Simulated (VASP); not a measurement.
Crystal: Ca.

```
Ca
1.0
     0.00000    2.80050    2.80050
     2.80050    0.00000    2.80050
     2.80050    2.80050    0.00000
Ca
1
Direct
  0.00000 0.00000 0.00000
```

| Quantity | Value |
| --- | --- |
| Program | VASP 6.6.1 |
| Task | relaxation of cell and atoms |
| Functional | PBE |
| Potentials or basis | VASP PAW PBE potentials, release 64 (Ca_sv) |
| Cutoff | 500 eV |
| k mesh | 14 × 14 × 14 |
| Occupations | gaussian, width 0.1 eV |
| Spin | no spin polarisation |

At the start: pressure -0.6 GPa; volume 43.93 Å³/atom.

Problem. Where does the relaxation end?

Solution. Over 4 steps the energy falls by 3.6 meV/atom and the volume is 42.20 Å³/atom (-3.9 %); space group Fm-3m (No. 225, to 0.1 Å) before and after.

Step by step:
```tsv
step	energy change (eV)	largest force (eV/Å)	pressure (GPa)	volume (Å³)
1	0.0000	0.0000	-0.65	43.93
2	-0.0031	0.0000	-0.24	42.81
3	-0.0036	0.0000	-0.01	42.24
4	-0.0036	0.0000	0.00	42.20
```

Final structure:
```xyz
1
Lattice="0.0000 2.7634 2.7634 2.7634 0.0000 2.7634 2.7634 2.7634 0.0000" Properties=species:S:1:pos:R:3 pbc="T T T"
Ca    0.0000    0.0000    0.0000
```
